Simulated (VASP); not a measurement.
# B (I4/mcm) in VASP: relaxation of cell and atoms with PBE

Aim: the relaxation of cell and atoms of B with PBE.

All numbers are computed with VASP 6.6.1; they aren't measurements. Logs are shortened: lines on timing, memory, paths and dates and some standing lists are left out, and cuts for length are marked.

### 1 The cell of the first run

Symmetry: I4/mcm, No. 140, tetragonal system. Conventional cell: a = 3.276 Å, b = 3.276 Å, c = 8.814 Å, α = 90.00°, β = 90.00°, γ = 90.00°. Within 2.1 Å of B (site symmetry m2m) lie 5 B at 1.60 to 1.71 Å.

The cell was generated, and may not be a known phase.

### 2 Relaxation of cell and atoms, PBE

The input, INCAR:

```
  PREC = Accurate
  ENCUT = 600
  EDIFF = 1E-7
  ISMEAR = 0
  SIGMA = 0.1
  LREAL = F
  LASPH = T
  NELM = 100
  ALGO = Normal
  ISIF = 3
  LWAVE = F
  LCHARG = F
  GGA = PE
  IBRION = 2
  NSW = 100
  EDIFFG = -0.01
```

The input, KPOINTS:

```
Automatic mesh
0
Gamma
  20 20 20
```

The input, POSCAR:

```
B
1.0
   -1.6379971475      1.6379971475      4.4068076514
    1.6379971475     -1.6379971475      4.4068076514
    1.6379971475      1.6379971475     -4.4068076514
B
4
Direct
    0.6725351731      0.1725351731      0.8450703462
    0.3274648269      0.8274648269      0.1549296538
    0.8274648269      0.6725351731      0.5000000000
    0.1725351731      0.3274648269      0.5000000000
```

Potentials or basis: VASP PAW PBE potentials, release 64 (B).

Command:

```console
$ cat potpaw_PBE.64/B/POTCAR > POTCAR
$ mpirun -np 1 vasp_std > vasp.out
```

OUTCAR:

```text
PREC = Accurate
   ENCUT = 600
   EDIFF = 1E-7
   ISMEAR = 0
   LREAL = F
   LASPH = T
   NELM = 100
   ISIF = 3
   GGA = PE
   IBRION = 2
   NSW = 100
   EDIFFG = -0.01

 ion  position               nearest neighbor table
   1  0.673  0.173  0.845-   2 1.60   4 1.71   3 1.71   3 1.71   4 1.71
   2  0.327  0.827  0.155-   1 1.60   3 1.71   4 1.71   4 1.71   3 1.71
   3  0.827  0.673  0.500-   4 1.60   1 1.71   2 1.71   1 1.71   2 1.71
   4  0.173  0.327  0.500-   3 1.60   1 1.71   2 1.71   2 1.71   1 1.71

  LATTYP: Found a body centered tetragonal cell.
 ALAT       =     3.2759942950
 C/A-ratio  =     2.6903634467

  Lattice vectors:

 A1 = (  -1.6379971475,   1.6379971475,   4.4068076514)
 A2 = (   1.6379971475,  -1.6379971475,   4.4068076514)
 A3 = (   1.6379971475,   1.6379971475,  -4.4068076514)

Analysis of symmetry for initial positions (statically):
=====================================================================
 Subroutine PRICEL returns:
 Original cell was already a primitive cell.

 Routine SETGRP: Setting up the symmetry group for a
 body centered tetragonal supercell.

 Subroutine GETGRP returns: Found 16 space group operations
 (whereof  8 operations were pure point group operations)
 out of a pool of 16 trial point group operations.

The static configuration has the point symmetry C_4h.
 The point group associated with its full space group is D_4h.

Analysis of symmetry for dynamics (positions and initial velocities):
=====================================================================
 Subroutine PRICEL returns:
 Original cell was already a primitive cell.

 Routine SETGRP: Setting up the symmetry group for a
 body centered tetragonal supercell.

 Subroutine GETGRP returns: Found 16 space group operations
 (whereof  8 operations were pure point group operations)
 out of a pool of 16 trial point group operations.

The dynamic configuration has the point symmetry C_4h.
 The point group associated with its full space group is D_4h.

 Subroutine INISYM returns: Found 16 space group operations
 (whereof  8 operations are pure point group operations),
 and found     1 'primitive' translations

----------------------------------------------------------------------------------------

                                     Primitive cell

  volume of cell :      47.2945

  direct lattice vectors                    reciprocal lattice vectors
    -1.637997147  1.637997147  4.406807651     0.000000000  0.305250837  0.113460818
     1.637997147 -1.637997147  4.406807651     0.305250837  0.000000000  0.113460818
     1.637997147  1.637997147 -4.406807651     0.305250837  0.305250837  0.000000000

  length of vectors
     4.978556316  4.978556316  4.978556316     0.325655386  0.325655386  0.431689873

  position of ions in fractional coordinates (direct lattice)
     0.672535173  0.172535173  0.845070346
     0.327464827  0.827464827  0.154929654
     0.827464827  0.672535173  0.500000000
     0.172535173  0.327464827  0.500000000

  ion indices of the primitive-cell ions
   primitive index   ion index
                 1           1
                 2           2
                 3           3
                 4           4

----------------------------------------------------------------------------------------

 KPOINTS: Automatic mesh

Automatic generation of k-mesh.
 Grid dimensions read from file:
 generate k-points for:   20   20   20

 Generating k-lattice:

  Cartesian coordinates                     Fractional coordinates (reciprocal lattice)
     0.000000000  0.015262542  0.005673041     0.050000000 -0.000000000  0.000000000
     0.015262542  0.000000000  0.005673041    -0.000000000  0.050000000  0.000000000
     0.015262542  0.015262542  0.000000000     0.000000000  0.000000000  0.050000000

  Length of vectors
     0.016282769  0.016282769  0.021584494

  Shift w.r.t. Gamma in fractional coordinates (k-lattice)
     0.000000000  0.000000000  0.000000000

 Subroutine IBZKPT returns following result:
 ===========================================

 Found    641 irreducible k-points:

 Following reciprocal coordinates:
            Coordinates               Weight
  0.000000  0.000000  0.000000      1.000000
  0.050000 -0.000000  0.000000      8.000000
  0.100000  0.000000 -0.000000      8.000000
  0.150000  0.000000 -0.000000      8.000000
  0.200000  0.000000 -0.000000      8.000000
  0.250000  0.000000  0.000000      8.000000
[... 16 lines left out ...]
 -0.400000  0.050000  0.000000     16.000000
 -0.350000  0.050000  0.000000     16.000000
 [... further k-points ...]
   k-points           NKPTS =    641   k-points in BZ     NKDIM =    641   number of bands    NBANDS=     10
   number of dos      NEDOS =    301   number of ions     NIONS =      4
   total plane-waves  NPLWV =  64000
   dimension x,y,z NGX =    40 NGY =   40 NGZ =   40
   dimension x,y,z NGXF=    80 NGYF=   80 NGZF=   80
   ions per type =               4
   NGX,Y,Z   is equivalent  to a cutoff of  13.36, 13.36, 13.36 a.u.
   NGXF,Y,Z  is equivalent  to a cutoff of  26.71, 26.71, 26.71 a.u.
 SYSTEM =  unknown system
   PREC   = accura    normal or accurate (medium, high low for compatibility)
   ISTART =      0    job   : 0-new  1-cont  2-samecut
   ICHARG =      2    charge: 1-file 2-atom 10-const
   ISPIN  =      1    spin polarized calculation?
   LNONCOLLINEAR =      F non collinear calculations
   LSORBIT =      F    spin-orbit coupling
   LASPH  =      T    aspherical Exc in radial PAW
   ENCUT  =  600.0 eV  44.10 Ry    6.64 a.u.   9.94  9.94  9.94*2*pi/ulx,y,z
   NELM   =    100;   NELMIN=  2; NELMDL= -5     # of ELM steps
   EDIFF  = 0.1E-06   stopping-criterion for ELM
   LREAL  =      F    real-space projection
   EDIFFG = -.1E-01   stopping-criterion for IOM
   NSW    =    100    number of steps for IOM
   IBRION =      2    ionic relax: 0-MD 1-quasi-New 2-CG
   NFREE  =      1    steps in history (QN), initial steepest desc. (CG)
   ISIF   =      3    stress and relaxation
   ISYM   =      2    0-nonsym 1-usesym 2-fastsym
   POTIM  = 0.5000    time-step for ionic-motion
   TEBEG  =    0.0;   TEEND  =   0.0 temperature during run
   PSTRESS=    0.0 pullay stress
   NELECT =      12.0000    total number of electrons
   NUPDOWN=      -1.0000    fix difference up-down
   EMIN   =  10.00;   EMAX   =-10.00  energy-range for DOS
   EFERMI =   0.00;   METHOD = LEGACY
   ISMEAR =     0;   SIGMA  =   0.10  broadening in eV -4-tet -1-fermi 0-gaus
   EFERMI_NEDOS =   21; number of points for ismear=-14 and -15
   IALGO  =     38    algorithm
   IMIX   =      4    mixing-type and parameters
     AMIX     =   0.40;   BMIX     =  1.00
     AMIX_MAG =   1.60;   BMIX_MAG =  1.00
  volume/ion in A,a.u.               =      11.82        79.79
  Fermi-wavevector in a.u.,A,eV,Ry     =   1.036410  1.958532 14.614652  1.074147
  Thomas-Fermi vector in A             =   2.170800
   LORBIT       =      0    0 simple, 1 ext, 2 COOP (PROOUT), +10 PAW based schemes
   GGA     = PE    functional components
   LHFCALC =     F    Hartree Fock is set to
   AEXX    =    0.0000 exact exchange contribution
   IVDW    =     0    specifies the selected vdW correction
   LEPSILON=     F    determine dielectric tensor
   LRPA    =     F    only Hartree local field effects (RPA)
 conjugate gradient relaxation of ions
 non-spin polarized calculation
 Gauss-broadening in eV      SIGMA  =   0.10
  energy-cutoff  :      600.00
  volume of cell :       47.29
 maximum number of plane-waves:      1610
   NGX = 19   NGY = 19   NGZ = 19

--------------------------------------- Ionic step        1  -------------------------------------------

 number of electron      12.0000000 magnetization

 Free energy of the ion-electron system (eV)
  ---------------------------------------------------
  ext. energy  EPLUGINS =         0.00000000
  ---------------------------------------------------
  free energy    TOTEN  =       -24.02861780 eV

  energy without entropy =      -24.02601414  energy(sigma->0) =      -24.02731597

------------------------ aborting loop because EDIFF is reached ----------------------------------------

  FORCE on cell =-STRESS in cart. coord.  units (eV):
  Direction    XX          YY          ZZ          XY          YZ          ZX
  --------------------------------------------------------------------------------------
  -------------------------------------------------------------------------------------
  Total       -0.3464931     -0.3464931     -0.0157028      0.0000000      0.0000000      0.0000000
  in kB      -11.7380198    -11.7380198     -0.5319574      0.0000000      0.0000000      0.0000000
  external PRESSURE =      -8.0026657 kB  Pullay stress =       0.0000000 kB
[... 61 lines left out ...]
  energy  without entropy=      -24.0242298595  energy(sigma->0) =      -24.02561585

--------------------------------------- Ionic step        3  -------------------------------------------

 number of electron      12.0000000 magnetization

 Free energy of the ion-electron system (eV)
  ---------------------------------------------------
  ext. energy  EPLUGINS =         0.00000000
  ---------------------------------------------------
  free energy    TOTEN  =       -24.02968209 eV

  energy without entropy =      -24.02704973  energy(sigma->0) =      -24.02836591

 E-fermi :   2.8170     XC(G=0):  -8.6408

 val. band max:        2.8099001399   @ k =  -0.4000   0.1500   0.1000
 cond. band min:       2.8182497474   @ k =  -0.3500   0.4000   0.3000
 fundamental gap:      0.0083496075
 Fermi energy:         2.8169734788

 k-point     1 :       0.0000    0.0000    0.0000
  band No.  band energies     occupation
      1     -12.9611      2.00000
      2      -6.6496      2.00000
      3      -3.7908      2.00000
      4      -3.5073      2.00000
      5      -1.8729      2.00000
      6      -1.8729      2.00000
      7       5.3687      0.00000
      8       7.4333      0.00000
      9       7.4333      0.00000
     10       7.9988      0.00000
[... 287 lines left out ...]
 k-point    24 :      -0.3500    0.0500    0.0000
  band No.  band energies     occupation
      1     -11.7675      2.00000
      2      -9.0505      2.00000
      3      -4.7453      2.00000
      4      -3.0252      2.00000
      5      -2.0009      2.00000
      6       1.5260      2.00000
      7       2.7360      1.74804
      8       4.6387      0.00000
      9       7.4377      0.00000
     10       8.4760      0.00000

 [... further k-points ...]

------------------------ aborting loop because EDIFF is reached ----------------------------------------

  FORCE on cell =-STRESS in cart. coord.  units (eV):
  Direction    XX          YY          ZZ          XY          YZ          ZX
  --------------------------------------------------------------------------------------
  -------------------------------------------------------------------------------------
  Total       -0.0126313     -0.0126313     -0.0160438      0.0000000      0.0000000      0.0000000
  in kB       -0.4293340     -0.4293340     -0.5453231      0.0000000      0.0000000      0.0000000
  external PRESSURE =      -0.4679970 kB  Pullay stress =       0.0000000 kB
[... 19 lines left out ...]
  FREE ENERGIE OF THE ION-ELECTRON SYSTEM (eV)
  ---------------------------------------------------
  free  energy   TOTEN  =       -24.0296820855 eV

  energy  without entropy=      -24.0270497341  energy(sigma->0) =      -24.02836591

 reached required accuracy - stopping structural energy minimisation
```

It took 14 min on 1 thread of Intel Xeon Platinum 8259CL at 2.50GHz (Skylake/Cascade Lake), shared host; peak memory 0.47 GiB.

Results:

- Free energy: -24.0297 eV
- Relaxed volume: 11.78 Å³/atom
- Relaxed cell: a = 4.977 Å, b = 4.977 Å, c = 4.977 Å, α = 141.63°, β = 141.63°, γ = 55.38°
- Space group after relaxing (to 0.1 Å): I4/mcm (No. 140)
- Energy gained by relaxing: 0.3 meV/atom
- Ionic steps: 3
- Pressure after relaxing: 0.0 GPa
- Largest force after relaxing: 0.005 eV/Å
- Band gap on the k mesh: zero (bands 6 and 7 overlap by 1.46 eV)

Forces on the atoms (eV/Å):
```
B    0.004  0.004  0.000
B   -0.004 -0.004  0.000
B    0.004 -0.004  0.000
B   -0.004  0.004  0.000
```

Step by step:
```tsv
step	energy change (eV)	largest force (eV/Å)	pressure (GPa)	volume (Å³)
1	0.0000	0.1147	-0.80	47.29
2	0.0016	0.2029	1.17	46.89
3	-0.0011	0.0054	-0.05	47.14
```

Final structure:
```xyz
4
Lattice="-1.6353 1.6353 4.4065 1.6353 -1.6353 4.4065 1.6353 1.6353 -4.4065" Properties=species:S:1:pos:R:3 pbc="T T T"
B     0.5628    2.1981    0.0000
B     1.0725   -0.5628    4.4065
B     0.5628    1.0725    4.4065
B     1.0725    0.5628    0.0000
```
